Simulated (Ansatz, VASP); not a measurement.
Two plane-wave programs on BP

The input INCAR:

```
PREC = Accurate ; ENCUT = 500
EDIFF = 1E-6 ; ISMEAR = -5
SIGMA = 0.05 ; LREAL = F
LASPH = T ; NELM = 120
ALGO = Normal ; ISIF = 2
LWAVE = F ; LCHARG = T
GGA = PE ; LELF = T
LVHAR = T ; NBANDS = 11
GGA_COMPAT = F
```

Contents of KPOINTS:

```
Automatic mesh
0
Gamma
  10 10 10
```

POSCAR

```
BP
1.0
    0.0000000000      2.2349650000      2.2690000000
    2.2690000000      0.0000000000      2.2690000000
    2.2690000000      2.2349650000      0.0000000000
B P
1 1
Direct
    0.0000000000      0.0000000000      0.0000000000
    0.7500000000      0.7500000000      0.7500000000
```

Input for Ansatz:

```yaml
crystal:
  lattice:
    - [0.0, 2.234965, 2.269]
    - [2.269, 0.0, 2.269]
    - [2.269, 2.234965, 0.0]
  atoms:
    - { symbol: B, position: [0.0, 0.0, 0.0] }
    - { symbol: P, position: [0.75, 0.75, 0.75] }
basis:
  ecutwfc: 420
  xc_grid: 1
kpoints:
  mp_grid: { grid: [10, 10, 10] }
hamiltonian:
  xc: pbe
scf:
  occupations: { method: tetrahedron }
output:
  forces: true
  eigenvalues: true
  stress: true
```

Alike in both runs: task single point; functional PBE; k mesh 10 × 10 × 10; occupations tetrahedron; no spin polarisation.

```csv
,VASP,Ansatz
version,VASP 6.6.1,Ansatz 0.2.0
potentials or method,"VASP PAW PBE potentials, release 64 (B, P), cutoff 500 eV","scalar-relativistic, plane waves, PAW"
valence electrons in the cell,8,8
```

```csv
,VASP,Ansatz,Ansatz less VASP
gap on the k mesh at the Fermi level (eV),0.99,1.00,+0.005
pressure (GPa),3.5,3.7,+0.25
"traceless stress, the component that is largest in VASP (GPa)",2.68,2.67,-0.004
```

Ansatz's warnings: band table not solved further, tetrahedron derivatives may miss energy slope.
